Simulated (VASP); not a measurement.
# C in VASP: single point with PBE+D3(BJ)

Aim: the single point of C with PBE+D3(BJ).

Everything below comes from runs of VASP 6.6.1. Logs are shortened: lines on timing, memory, paths and dates and some standing lists are left out, and cuts for length are marked.

## 1. The cell of the first run

The cell holds a slab with vacuum, 4 atoms: a = 2.466 Å, b = 2.466 Å, c = 17.500 Å, α = 90.00°, β = 90.00°, γ = 120.00°.

## 2. Single point, PBE+D3(BJ) (layers slid over each other)

Contents of INCAR:

```
ALGO = Normal ; DIPOL = 0.5 0.5 0.352
EDIFF = 1E-6 ; ENCUT = 520
GGA = PE ; IDIPOL = 3
ISIF = 2 ; ISMEAR = 0
IVDW = 12 ; LASPH = True
LCHARG = False ; LDIPOL = True
LREAL = False ; LWAVE = False
NBANDS = 16 ; NELM = 60
PREC = Accurate ; SIGMA = 0.1
```

Contents of KPOINTS:

```
k-points
0
Gamma
  15 15 1
```

Contents of POSCAR:

```
C
1.0
    2.4656524413      0.0000000000      0.0000000000
   -1.2328262206      2.1353176511      0.0000000000
    0.0000000000      0.0000000000     17.5000663888
C
4
Direct
    0.6666666667      0.3333333333      0.2571437785
    0.3333333333      0.6666666667      0.2571418816
    0.6666666667      0.8333333333      0.4462878149
    0.3333333333      1.1666666667      0.4462859181
```

Potentials or basis: VASP PAW PBE potentials, release 64 (C).

Launch:

```bash
$ cat potpaw_PBE.64/C/POTCAR > POTCAR
$ mpirun -np 1 vasp_std > vasp.out
```

OUTCAR:

```text
EDIFF = 1E-6
   ENCUT = 520
   GGA = PE
   ISIF = 2
   ISMEAR = 0
   IVDW = 12
   LASPH = True
   LREAL = False
   NELM = 60
   PREC = Accurate
 IVDW          = 12

 ion  position               nearest neighbor table
   1  0.667  0.333  0.257-   2 1.42   2 1.42   2 1.42
   2  0.333  0.667  0.257-   1 1.42   1 1.42   1 1.42
   3  0.667  0.833  0.446-   4 1.42   4 1.42   4 1.42
   4  0.333  0.167  0.446-   3 1.42   3 1.42   3 1.42

  LATTYP: Found a hexagonal cell.
 ALAT       =     2.4656524413
 C/A-ratio  =     7.0975398218

  Lattice vectors:

 A1 = (   2.4656524413,   0.0000000000,   0.0000000000)
 A2 = (  -1.2328262206,   2.1353176511,   0.0000000000)
 A3 = (   0.0000000000,   0.0000000000,  17.5000663888)

Analysis of symmetry for initial positions (statically):
=====================================================================
 Subroutine PRICEL returns:
 Original cell was already a primitive cell.

 Routine SETGRP: Setting up the symmetry group for a
 hexagonal supercell.

 Subroutine GETGRP returns: Found  8 space group operations
 (whereof  4 operations were pure point group operations)
 out of a pool of 24 trial point group operations.

The static configuration has the point symmetry C_2v.
 The point group associated with its full space group is D_2h.

Analysis of symmetry for dynamics (positions and initial velocities):
=====================================================================
 Subroutine PRICEL returns:
 Original cell was already a primitive cell.

 Routine SETGRP: Setting up the symmetry group for a
 hexagonal supercell.

 Subroutine GETGRP returns: Found  8 space group operations
 (whereof  4 operations were pure point group operations)
 out of a pool of 24 trial point group operations.

The dynamic configuration has the point symmetry C_2v.
 The point group associated with its full space group is D_2h.

 Subroutine INISYM returns: Found  8 space group operations
 (whereof  4 operations are pure point group operations),
 and found     1 'primitive' translations

----------------------------------------------------------------------------------------

                                     Primitive cell

  volume of cell :      92.1370

[... 98 lines left out ...]
   ISIF   =      2    stress and relaxation
   ISYM   =      2    0-nonsym 1-usesym 2-fastsym
   POTIM  = 0.5000    time-step for ionic-motion
   TEBEG  =    0.0;   TEEND  =   0.0 temperature during run
   PSTRESS=    0.0 pullay stress
   NELECT =      16.0000    total number of electrons
   NUPDOWN=      -1.0000    fix difference up-down
   EMIN   =  10.00;   EMAX   =-10.00  energy-range for DOS
   EFERMI =   0.00;   METHOD = LEGACY
   ISMEAR =     0;   SIGMA  =   0.10  broadening in eV -4-tet -1-fermi 0-gaus
   EFERMI_NEDOS =   21; number of points for ismear=-14 and -15
   IALGO  =     38    algorithm
   IMIX   =      4    mixing-type and parameters
     AMIX     =   0.40;   BMIX     =  1.00
     AMIX_MAG =   1.60;   BMIX_MAG =  1.00
  volume/ion in A,a.u.               =      23.03       155.44
  Fermi-wavevector in a.u.,A,eV,Ry     =   0.913349  1.725980 11.350070  0.834207
  Thomas-Fermi vector in A             =   2.037850
   LORBIT       =      0    0 simple, 1 ext, 2 COOP (PROOUT), +10 PAW based schemes
   GGA     = PE    functional components
   LHFCALC =     F    Hartree Fock is set to
   AEXX    =    0.0000 exact exchange contribution
   IVDW    =    12    specifies the selected vdW correction
   LEPSILON=     F    determine dielectric tensor
   LRPA    =     F    only Hartree local field effects (RPA)
 non-spin polarized calculation
 Gauss-broadening in eV      SIGMA  =   0.10
  energy-cutoff  :      520.00
  volume of cell :       92.14
 maximum number of plane-waves:      2516
   NGX =  9   NGY =  9   NGZ = 65

 dipolmoment           0.000000      0.000000      0.000163 electrons x Angstroem

 number of electron      15.9999998 magnetization

 dipolmoment           0.000000      0.000000     -0.000129 electrons x Angstroem

 Free energy of the ion-electron system (eV)
  ---------------------------------------------------
  ext. energy  EPLUGINS =         0.00000000
  ---------------------------------------------------
  free energy    TOTEN  =       -36.86476464 eV

  energy without entropy =      -36.86453702  energy(sigma->0) =      -36.86465083

 E-fermi :  -0.8482     XC(G=0):  -4.4231

 val. band max:       -0.9699824333   @ k =   0.3333   0.3333   0.0000
 cond. band min:      -0.7264181110   @ k =   0.3333   0.3333   0.0000
 fundamental gap:      0.2435643222
 Fermi energy:        -0.8482000769

 k-point     1 :       0.0000    0.0000    0.0000
  band No.  band energies     occupation
      1     -20.4375      2.00000
      2     -20.2701      2.00000
      3      -8.9575      2.00000
      4      -7.9155      2.00000
      5      -3.8786      2.00000
      6      -3.8723      2.00000
[... 433 lines left out ...]
      3      -9.5947      2.00000
      4      -9.5312      2.00000
      5      -6.6898      2.00000
      6      -6.6566      2.00000
[... 8 lines left out ...]
     15       7.5578      0.00000
     16       8.6887      0.00000

 [... further k-points ...]

------------------------ aborting loop because EDIFF is reached ----------------------------------------

 vacuum level on the upper side and lower side of the slab       (xc-potential included)        -0.119        -0.116

 Edisp (eV)   -0.48400

 E8    (eV) :    -0.1449

  FORCE on cell =-STRESS in cart. coord.  units (eV):
  Direction    XX          YY          ZZ          XY          YZ          ZX
  --------------------------------------------------------------------------------------
  -------------------------------------------------------------------------------------
  Total       0.08718     0.12422     0.10830    -0.03208     0.00000     0.00000
  in kB       1.51603     2.16014     1.88316    -0.55782     0.00000     0.00000
  external pressure =        1.85 kB  Pullay stress =        0.00 kB

 VOLUME and BASIS-vectors are now :
 -----------------------------------------------------------------------------
  energy-cutoff  :      520.00
  volume of cell :       92.14
      direct lattice vectors                 reciprocal lattice vectors
     2.465652441  0.000000000  0.000000000     0.405572166  0.234157199  0.000000000
    -1.232826221  2.135317651  0.000000000     0.000000000  0.468314398  0.000000000
     0.000000000  0.000000000 17.500066389     0.000000000  0.000000000  0.057142640

 POSITION                                       TOTAL-FORCE (eV/Angst)
 -----------------------------------------------------------------------------------
      1.23283      0.71177      4.50003        -0.002283     -0.001318     -0.020188
     -0.00000      1.42355      4.50000         0.002283      0.001318     -0.020188
      0.61641      1.77943      7.81007        -0.002283     -0.001318      0.020188
      0.61641      0.35589      7.81003         0.002283      0.001318      0.020188
 -----------------------------------------------------------------------------------
    total drift:                               -0.000000     -0.000000     -0.029619

  FREE ENERGIE OF THE ION-ELECTRON SYSTEM (eV)
  ---------------------------------------------------
  free  energy   TOTEN  =       -37.3487634395 eV

  energy  without entropy=      -37.3485358187  energy(sigma->0) =      -37.34864963

 vacuum level on the upper side and lower side of the slab         3.387         3.391
```

stdout:

```text
POSCAR found type information on POSCAR C
 POSCAR found :  1 types and       4 ions
 scaLAPACK will be used
 LDA part: xc-table for (Slater+PW92), standard interpolation
 POSCAR, INCAR and KPOINTS ok, starting setup
 FFT: planning ... GRIDC
 FFT: planning ... GRID_SOFT
 FFT: planning ... GRID
 WAVECAR not read
 entering main loop
```

Run time: 50 s. Hardware: 1 thread of AMD EPYC 9R45 (Zen 5), shared host; peak memory 0.21 GiB.

What came out:

| Item | Value |
| --- | --- |
| Free energy | -37.3488 eV |
| Largest force | 0.020 eV/Å |
| Dispersion energy per atom | -0.121 eV |

Forces in eV/Å, atoms in the order of the input:
```
C   -0.002 -0.001 -0.020
C    0.002  0.001 -0.020
C   -0.002 -0.001  0.020
C    0.002  0.001  0.020
```

Caveat: the cell differs from its parent crystal (layers slid over each other).
